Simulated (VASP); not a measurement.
## TiB2: single point with PBE

Crystal: TiB2.

```
CELL_PARAMETERS angstrom
3.02920 0.00000 0.00000
-1.51460 2.62336 0.00000
0.00000 0.00000 3.19612
ATOMIC_POSITIONS crystal
Ti 0.00000 0.00000 0.00000
B 0.33333 0.66667 0.50000
B 0.66667 0.33333 0.50000
```

This cell differs from its parent crystal: zz strain of -1 %.

```json
{
  "Program": "VASP 6.6.1",
  "Task": "single point",
  "Functional": "PBE",
  "Potentials or basis": "VASP PAW PBE potentials, release 64 (Ti_sv, B)",
  "Cutoff": "520 eV",
  "k mesh": "15 × 15 × 13",
  "Occupations": "fermi-dirac, width 0.08 eV",
  "Spin": "no spin polarisation"
}
```

- Pressure: 2.7 GPa
- Band gap on the k mesh: zero (band 9 reaches 10.41 eV, above the bottom of band 10 at 9.89 eV)

Stress tensor (GPa, compression positive):
```
1.88 0.00 0.00
0.00 1.88 0.00
0.00 0.00 4.43
```

Levels at points of the mesh, in eV from the Fermi level:
| k point | band 7 | band 8 | band 9 | band 10 | band 11 | band 12 |
| --- | --- | --- | --- | --- | --- | --- |
| (0.00, 0.00, 0.00) | -2.71 | -2.23 | -2.13 | 1.91 | 1.91 | 3.75 |

Run time: 2.4 min on 1 thread of AMD EPYC 7R13, on a shared host, peak memory 0.17 GiB.

Caveat: the cell differs from its parent crystal (zz strain of -1 %).
